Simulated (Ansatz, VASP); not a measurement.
**Fe in VASP and in Ansatz**

```
Fe
1.0
     2.43416    0.00000    0.00000
    -1.21708    2.10804    0.00000
     0.00000    0.00000    3.80352
Fe
2
Direct
  0.33333 0.66667 0.25000
  0.66667 0.33333 0.75000
```

Change from the starting cell: zz strain of -1 %.

Alike in both runs: task single point; functional PBEsol; k mesh 17 × 17 × 10; occupations fermi-dirac, width 0.08 eV; no spin polarisation.

|  | VASP | Ansatz |
| --- | --- | --- |
| version | VASP 6.6.1 | Ansatz 0.2.0 |
| potentials or method | VASP PAW PBE potentials, release 64 (Fe), cutoff 520 eV | all-electron LAPW, scalar-relativistic |

```tsv
	VASP	Ansatz	Ansatz less VASP
pressure (GPa)	1.8	2.1	+0.38
traceless stress, the component that is largest in VASP (GPa)	3.88	4.06	+0.181
```

VASP's potentials were made for PBE, not for PBEsol. Ansatz ran all-electron here, and VASP with PAW potentials.
